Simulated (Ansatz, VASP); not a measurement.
# One calculation of BN, two programs

File POSCAR:

```
BN
1.0
    0.0000000000      1.8075000000      1.8075000000
    1.8075000000      0.0000000000      1.8075000000
    1.8075000000      1.8075000000      0.0000000000
B N
1 1
Direct
    0.0000000000      0.0000000000      0.0000000000
    0.7500000000      0.7500000000      0.7500000000
```

The input INCAR.step1:

```
  PREC = Accurate
  ENCUT = 520
  EDIFF = 1E-5
  ISMEAR = -1
  SIGMA = 0.1
  LREAL = False
  LASPH = True
  NELM = 120
  ALGO = Normal
  ISIF = 2
  LWAVE = True
  LCHARG = False
  NBANDS = 11
  GGA = PE
  GGA_COMPAT = False
```

Contents of INCAR.step2:

```
  PREC = Accurate
  ENCUT = 520
  EDIFF = 1E-6
  ISMEAR = -1
  SIGMA = 0.1
  LREAL = False
  LASPH = True
  NELM = 120
  ALGO = Normal
  ISIF = 2
  LWAVE = False
  LCHARG = False
  GGA = PE
  LHFCALC = True
  AEXX = 0.25
  PRECFOCK = Normal
  NBANDS = 11
  ISTART = 1
  GGA_COMPAT = False
```

The input KPOINTS:

```
Automatic mesh
0
Gamma
  6 6 6
```

Input for Ansatz:

```yaml
crystal:
  lattice:
    bravais: fcc
    a: 3.615
  space_group: 216
  atoms:
    - { symbol: B, position: [0.0, 0.0, 0.0] }
    - { symbol: "N", position: [0.25, 0.25, 0.75] }
  reduce_to_primitive: true
kpoints:
  mp_grid:
    grid: [6, 6, 6]
hamiltonian:
  xc: pbe0
scf:
  convergence:
    dr2_threshold: 1.0e-09
  occupations:
    method: fermi_dirac
output:
  eigenvalues: true
```

Alike in both runs: task single point; functional PBE0; k mesh 6 × 6 × 6; no spin polarisation.

```csv
,VASP,Ansatz
version,VASP 6.6.1,Ansatz 0.2.0
potentials or method,"VASP PAW PBE potentials, release 64 (B, N)","plane waves, PAW"
plane-wave cutoff (eV),520,420
occupations,"fermi-dirac, width 0.1 eV",fermi-dirac
valence electrons in the cell,8,8
```

VASP gave:

| Quantity | Value |
| --- | --- |
| gap on the k mesh at the Fermi level (eV) | 6.57 |

Question: What did Ansatz give for the same quantities?

Answer: gap on the k mesh at the Fermi level (eV): 6.56.

The k mesh is coarse, so the values compare programs but aren't converged.
